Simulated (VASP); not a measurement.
Here is a VASP 6.6.1 calculation.

The input INCAR:

```
ALGO = Normal
EDIFF = 1E-6
EDIFFG = -0.005
ENCUT = 600
GGA = PE
IBRION = 2
ISIF = 3
ISMEAR = -1
LASPH = True
LCHARG = False
LREAL = False
LWAVE = False
NELM = 80
NSW = 32
PREC = Accurate
PSTRESS = 1300.0
SIGMA = 0.1
```

File KPOINTS:

```
k-points
0
Gamma
  15 15 15
```

File POSCAR:

```
V
1.0
    0.0000000000      2.1646847483      2.1646847483
    2.1646847483      0.0000000000      2.1646847483
    2.1646847483      2.1646847483      0.0000000000
V
2
Direct
   -0.1250000000     -0.1250000000     -0.1250000000
    0.1250000000      0.1250000000      0.1250000000
```

Potentials or basis: VASP PAW PBE potentials, release 64 (V_sv).

Launch:

```sh
$ cat potpaw_PBE.64/V_sv/POTCAR > POTCAR
$ mpirun -np 1 vasp_std > vasp.out
```

Q: What does it give for the space group after relaxing (to 0.1 Å)?

A: Fd-3m (No. 227).

Q: What does it give for the relaxed volume?

A: 10.55 Å³/atom.

Q: Estimate the relaxed cell.

A: a = 3.102 Å, b = 3.102 Å, c = 3.102 Å, α = 60.00°, β = 60.00°, γ = 60.00°.

Q: Estimate the band gap on the k mesh.

A: Zero (bands 13 and 14 overlap by 2.76 eV).

Final structure:
```xyz
2
Lattice="0.0000 2.1933 2.1933 2.1933 0.0000 2.1933 2.1933 2.1933 0.0000" Properties=species:S:1:pos:R:3 pbc="T T T"
V     3.8383    3.8383    3.8383
V     0.5483    0.5483    0.5483
```

Caveat: the cell is relaxed towards a set pressure, so the run minimises the enthalpy, not the energy; atoms lie so close that the PAW spheres overlap strongly, which falsifies energies and pressures.
